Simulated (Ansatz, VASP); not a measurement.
**KCl: VASP beside Ansatz**

The input POSCAR:

```
KCl
1.0
    0.0000000000      3.1130788054      3.1130788054
    3.1130788054      0.0000000000      3.1130788054
    3.1130788054      3.1130788054      0.0000000000
K Cl
1 1
Direct
    0.0000000000      0.0000000000      0.0000000000
    0.5000000000      0.5000000000      0.5000000000
```

File INCAR.step1:

```
SYSTEM = KCl
  PREC = Accurate
  ENCUT = 520
  ISMEAR = 0
  SIGMA = 0.01
  LREAL = .FALSE.
  LASPH = .TRUE.
  NELM = 100
  NBANDS = 15
  GGA = PE
  ALGO = Normal
  EDIFF = 1E-4
  LWAVE = .TRUE.
  LCHARG = .FALSE.
```

The input INCAR.step2:

```
SYSTEM = KCl
  PREC = Accurate
  ENCUT = 520
  EDIFF = 1E-6
  ISMEAR = 0
  SIGMA = 0.01
  LREAL = .FALSE.
  LASPH = .TRUE.
  NELM = 100
  ALGO = Normal
  ISIF = 2
  LWAVE = .FALSE.
  LCHARG = .FALSE.
  METAGGA = R2SCAN
  LMIXTAU = .TRUE.
  NBANDS = 15
  ISTART = 1
```

KPOINTS

```
Automatic mesh
0
G
  6 6 6
  0 0 0
```

Input for Ansatz:

```yaml
crystal:
  lattice:
    - [0.0, 3.1130788054, 3.1130788054]
    - [3.1130788054, 0.0, 3.1130788054]
    - [3.1130788054, 3.1130788054, 0.0]
  atoms:
    - { symbol: K, position: [0.0, 0.0, 0.0] }
    - { symbol: Cl, position: [0.5, 0.5, 0.5] }
kpoints:
  mp_grid: { grid: [6, 6, 6] }
hamiltonian:
  xc: r2scan
scf:
  occupations: { method: fixed }
  n_extra_bands: 4
output:
  forces: true
  stress: true
  eigenvalues: true
```

Alike in both runs: task single point; functional r2SCAN; k mesh 6 × 6 × 6; no spin polarisation.

```csv
,VASP,Ansatz
version,VASP 6.6.1,Ansatz 0.2.0
potentials or method,"VASP PAW PBE potentials, release 64 (K_sv, Cl)","plane waves, PAW"
plane-wave cutoff (eV),520,500
occupations,"gaussian, width 0.01 eV",fixed
valence electrons in the cell,16,16
```

|  | VASP | Ansatz | Ansatz less VASP |
| --- | --- | --- | --- |
| gap on the k mesh at the Fermi level (eV) | 5.95 | 5.94 | -0.004 |
| pressure (GPa) | 0.7 | 0.7 | +0.01 |

VASP's potentials were made for PBE, not for r2SCAN.
